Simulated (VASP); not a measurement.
Wanted: the native input for a VASP 6.6.1 run.

| Item | Value |
| --- | --- |
| Task | single point |
| Functional | PBE |
| Potentials or basis | VASP PAW PBE potentials, release 64 (Sn_d, O) |
| Cutoff | 520 eV |
| k mesh | 12 × 12 × 12 |
| Occupations | gaussian, width 0.02 eV |
| Spin | no spin polarisation |
| Dipole correction | no |
| Further INCAR settings | ALGO = Normal; EDIFF = 1e-06; NBANDS = 20 |

The structure of SnO2 lies in POSCAR:

```
SnO2
1.0
    1.7038824605      0.9837369973      4.7702048329
   -1.7038824605      0.9837369973      4.7702048329
    0.0000000000     -1.9674739946      4.7702048329
Sn O
1 2
Direct
    0.5000000000      0.5000000000      0.5000000000
    0.2584303071      0.2584303071      0.2584303071
    0.7415696929      0.7415696929      0.7415696929
```

This cell differs from its parent crystal: strained.

One way to write it, as run:

INCAR

```
SYSTEM = SnO2
PREC     = Accurate       ! precision mode
ENCUT    = 520            ! plane-wave cutoff, eV
EDIFF    = 1E-6           ! SCF threshold, eV
ISMEAR   = 0              ! smearing method
SIGMA    = 0.02           ! smearing width, eV
LREAL    = .FALSE.        ! projectors in reciprocal space
LASPH    = .TRUE.         ! aspherical terms in the spheres
NELM     = 80             ! most SCF steps
ALGO     = Normal         ! electronic algorithm
ISIF     = 2              ! what is computed and relaxed
LWAVE    = .FALSE.        ! write WAVECAR
LCHARG   = .FALSE.        ! write CHGCAR
GGA      = PE             ! functional
NBANDS   = 20             ! bands
```

KPOINTS

```
regular mesh
0
G
  12 12 12
  0 0 0
```

Potentials or basis: VASP PAW PBE potentials, release 64 (Sn_d, O).

Launch:

```sh
$ cat potpaw_PBE.64/Sn_d/POTCAR potpaw_PBE.64/O/POTCAR > POTCAR
$ mpirun -np 1 vasp_std > vasp.out
```

It gave:

- Pressure: -22.7 GPa
- Largest force: 3.380 eV/Å
- Band gap on the k mesh: 0.50 eV (least direct gap 0.54 eV)

Caveat: the cell differs from its parent crystal (strained); the stress differs along the axes, from -27 to -20 GPa; semilocal functionals underestimate gaps, and a narrow one can read as zero; spin-orbit coupling is left out, which moves the levels of the heavy elements; forces of over 1 eV/Å act on the atoms, so gaps and moduli don't describe the material at rest.

Wall time 3.6 min on 1 thread of Intel(R) Xeon(R) 6975P-C (Granite Rapids), with other jobs on the host, peak memory 0.35 GiB.
